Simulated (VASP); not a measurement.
# Ru: relaxation of the atoms with PBE

Crystal: Ru.

```
Ru
1.0
     2.70580    0.00000    0.00000
    -1.35290    2.34329    0.00000
     0.00000    0.00000    4.23908
Ru
2
Cartesian
  0.0000 1.5622 1.0598
  1.3529 0.7811 3.1793
```

This cell differs from its parent crystal: z stretched by -1 %.

- Program: VASP 6.6.1
- Task: relaxation of the atoms
- Functional: PBE
- Potentials or basis: VASP PAW PBE potentials, release 64 (Ru_pv)
- Cutoff: 520 eV
- k mesh: 20 × 20 × 11
- Occupations: fermi-dirac, width 0.05 eV
- Spin: no spin polarisation
- Dipole correction: no
- Further INCAR settings: ALGO = Normal; EDIFF = 1e-06; IBRION = 2; EDIFFG = -0.02; NSW = 80

```json
{
  "Pressure after relaxing": "8.1 GPa",
  "Band gap on the k mesh": "zero (bands 14 and 15 overlap by 3.31 eV)"
}
```

Stress tensor (GPa, compression positive):
```
 6.86  0.00  0.00
 0.00  6.86  0.00
 0.00  0.00 10.46
```

Final structure:
```
CELL_PARAMETERS angstrom
2.70580 0.00000 0.00000
-1.35290 2.34329 0.00000
0.00000 0.00000 4.23908
ATOMIC_POSITIONS crystal
Ru 0.33333 0.66667 0.25000
Ru 0.66667 0.33333 0.75000
```

Levels at points of the mesh, in eV from the Fermi level:
```tsv
k point	band 10	band 11	band 12	band 13	band 14	band 15	band 16	band 17	band 18
(0.00, 0.00, 0.00)	-2.68	-2.39	-1.96	-1.96	-1.52	-1.52	1.17	1.17	1.40
(0.50, 0.00, 0.00)	-3.16	-2.07	-1.87	-1.51	1.35	1.80	1.96	4.07	6.14
```

Wall time 38 s on 1 thread of Oxide Virtual Turin-like Processor, on a shared host, peak memory 0.18 GiB.

Caveat: the cell differs from its parent crystal (z stretched by -1 %); the relaxation stopped at its first step, so nothing moved.
